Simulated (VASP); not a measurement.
Input of a VASP 6.6.1 run:

Contents of INCAR:

```
PREC = Accurate ; ENCUT = 520
EDIFF = 1E-7 ; ISMEAR = 0
SIGMA = 0.1 ; LREAL = False
LASPH = True ; NELM = 80
ALGO = Normal ; ISIF = 2
LWAVE = False ; LCHARG = True
GGA = PE ; LELF = True
LVHAR = True ; NBANDS = 62
```

The input KPOINTS:

```
Automatic mesh
0
Gamma
  6 6 1
```

The input POSCAR:

```
Sc2GaN3
1.0
    3.1564065943      0.0000000000      0.0000000000
   -1.5782032971      2.7335282953      0.0000000000
    0.0000000000      0.0000000000     15.1522471178
Sc Ga N
4 2 6
Direct
    0.6666666667      0.3333333333      0.1633322659
    0.6666666667      0.3333333333      0.6633322659
    0.3333333333      0.6666666667      0.3366677341
    0.3333333333      0.6666666667      0.8366677341
    1.0000000000      0.0000000000      0.5000000000
    1.0000000000      0.0000000000      1.0000000000
    0.3333333333      0.6666666667      0.0790406502
    0.3333333333      0.6666666667      0.5790406502
    0.0000000000      0.0000000000      0.2500000000
    0.0000000000      0.0000000000      0.7500000000
    0.6666666667      0.3333333333      0.4209593498
    0.6666666667      0.3333333333      0.9209593498
```

Potentials or basis: VASP PAW PBE potentials, release 64 (Sc_sv, Ga_d, N).

The run is started by

```bash
$ cat potpaw_PBE.64/Sc_sv/POTCAR potpaw_PBE.64/Ga_d/POTCAR potpaw_PBE.64/N/POTCAR > POTCAR
$ mpirun -np 1 vasp_std > vasp.out
```

**Question.** What does it give for the pressure?

**Answer.** 0.9 GPa.

**Question.** What does it give for the largest force?

**Answer.** 0.032 eV/Å.

Forces in eV/Å, atoms in the order of the input:
```
Sc   0.000  0.000  0.004
Sc   0.000  0.000  0.004
Sc   0.000  0.000 -0.004
Sc   0.000  0.000 -0.004
Ga   0.000  0.000  0.000
Ga   0.000  0.000  0.000
N    0.000  0.000 -0.032
N    0.000  0.000 -0.032
N    0.000  0.000  0.000
N    0.000  0.000  0.000
N    0.000  0.000  0.032
N    0.000  0.000  0.032
```
